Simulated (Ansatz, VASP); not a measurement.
## F: VASP beside Ansatz

File INCAR:

```
SYSTEM = F
PREC = Accurate ; ENCUT = 520
EDIFF = 1E-7 ; ISMEAR = 0
SIGMA = 0.05 ; LREAL = .FALSE.
LASPH = .TRUE. ; NELM = 60
ALGO = Normal ; ISIF = 2
LWAVE = .FALSE. ; LCHARG = .FALSE.
GGA = PS ; NBANDS = 22
```

The input KPOINTS:

```
regular mesh
0
G
  4 4 2
  0 0 0
```

POSCAR

```
F
1.0
    2.9484629692     -1.6945827202     -0.2274109001
    2.9484629692      1.6945827202     -0.2274109001
   -2.2170189184      0.0000000000      6.7863396219
F
4
Direct
    0.0848459664      0.0848459664      0.0820156542
    0.9151540336      0.9151540336      0.9179843458
    0.5015719855      0.5015719855      0.5937195244
    0.4984280145      0.4984280145      0.4062804756
```

Input for Ansatz:

```yaml
crystal:
  lattice:
    - [2.9484629692, -1.6945827202, -0.2274109001]
    - [2.9484629692, 1.6945827202, -0.2274109001]
    - [-2.2170189184, 0.0, 6.7863396219]
  atoms:
    - { symbol: F, position: [0.0848459664, 0.0848459664, 0.0820156542] }
    - { symbol: F, position: [0.9151540336, 0.9151540336, 0.9179843458] }
    - { symbol: F, position: [0.5015719855, 0.5015719855, 0.5937195244] }
    - { symbol: F, position: [0.4984280145, 0.4984280145, 0.4062804756] }
basis:
  ecutwfc: 520.0
kpoints:
  mp_grid: { grid: [4, 4, 2] }
hamiltonian:
  xc: pbesol
scf:
  occupations: { method: gaussian, width: 0.05 }
output:
  forces: true
  stress: true
  eigenvalues: true
```

Alike in both runs: task single point; functional PBEsol; k mesh 4 × 4 × 2; occupations gaussian, width 0.05 eV; no spin polarisation.

|  | VASP | Ansatz |
| --- | --- | --- |
| version | VASP 6.6.1 | Ansatz 0.2.0 |
| potentials or method | VASP PAW PBE potentials, release 64 (F), cutoff 520 eV | scalar-relativistic, plane waves, PAW |
| valence electrons in the cell | 28 | 28 |

```csv
,VASP,Ansatz,Ansatz less VASP
gap on the k mesh at the Fermi level (eV),3.73,3.82,+0.087
least direct gap on the mesh (eV),3.79,3.88,+0.087
pressure (GPa),17.5,15.7,-1.76
"traceless stress, the component that is largest in VASP (GPa)",23.40,20.15,-3.246
rms of the force components (eV/Å),5.849,5.088,-0.7617
```

VASP's potentials were made for PBE, not for PBEsol. Atom by atom the forces differ by 0.764 eV/Å (rms over components).

The k mesh is coarse, so the values compare programs but aren't converged. Noted on VASP's run: the standard files for N, O and F lose accuracy on very short bonds.
